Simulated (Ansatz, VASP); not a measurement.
## ZnS in VASP and in Ansatz

INCAR

```
SYSTEM = ZnS
PREC     = Accurate       ! precision mode
ENCUT    = 500            ! plane-wave cutoff, eV
EDIFF    = 1E-7           ! SCF threshold, eV
ISMEAR   = 0              ! smearing method
SIGMA    = 0.1            ! smearing width, eV
LREAL    = .False.        ! projectors in reciprocal space
LASPH    = .True.         ! aspherical terms in the spheres
NELM     = 120            ! most SCF steps
ALGO     = Normal         ! electronic algorithm
ISIF     = 3              ! what is computed and relaxed
LWAVE    = .False.        ! write WAVECAR
LCHARG   = .False.        ! write CHGCAR
GGA      = PS             ! functional
IBRION   = 2              ! ionic algorithm
NSW      = 80             ! ionic steps
EDIFFG   = -0.05          ! ionic threshold
GGA_COMPAT= .False.      
NELMIN   = 4
```

The input KPOINTS:

```
regular mesh
0
Gamma
  6 6 6
  0 0 0
```

Contents of POSCAR:

```
ZnS
1.0
    0.0000000000      2.9006823231      2.9006823231
    2.9006823231      0.0000000000      2.9006823231
    2.9006823231      2.9006823231      0.0000000000
Zn S
1 1
Direct
    0.0000000000      0.0000000000      0.0000000000
    0.2500000000      0.2500000000      0.2500000000
```

Input for Ansatz:

```yaml
crystal:
  lattice:
    - [0.0, 2.9006823231, 2.9006823231]
    - [2.9006823231, 0.0, 2.9006823231]
    - [2.9006823231, 2.9006823231, 0.0]
  atoms:
    - { symbol: Zn, position: [0.0, 0.0, 0.0] }
    - { symbol: S, position: [0.25, 0.25, 0.25] }
basis:
  ecutwfc: 420
kpoints:
  mp_grid: { grid: [6, 6, 6] }
hamiltonian:
  xc: pbesol
scf:
  occupations: { method: gaussian, width: 0.1 }
output:
  forces: true
  stress: true
  eigenvalues: true
relax:
  adjacent_minimum: "off"
  f_tol: 0.05
  max_steps: 60
  cell: { stress_tol: 0.5 }
```

Alike in both runs: task relaxation of cell and atoms; functional PBEsol; k mesh 6 × 6 × 6; occupations gaussian, width 0.1 eV; no spin polarisation.

|  | VASP | Ansatz |
| --- | --- | --- |
| version | VASP 6.6.1 | Ansatz 0.2.0 |
| potentials or method | VASP PAW PBE potentials, release 64 (Zn, S), cutoff 500 eV | scalar-relativistic, plane waves, PAW |
| valence electrons in the cell | 18 | 18 |

Ansatz gave:

| Property | Result |
| --- | --- |
| gap on the k mesh at the Fermi level, each at its own relaxed structure (eV) | 2.08 |
| relaxed volume (Å³/atom) | 19.24 |
| relaxed cell length with the largest relative difference (Å) | 3.789 |

Question: Which values does VASP return?

Answer: gap on the k mesh at the Fermi level, each at its own relaxed structure (eV): 2.08; relaxed volume (Å³/atom): 19.25; relaxed cell length with the largest relative difference (Å): 3.790.

VASP's potentials were made for PBE, not for PBEsol.

Noted on VASP's run: the volume moved by over 15 % at a fixed basis, so the end points are rough.
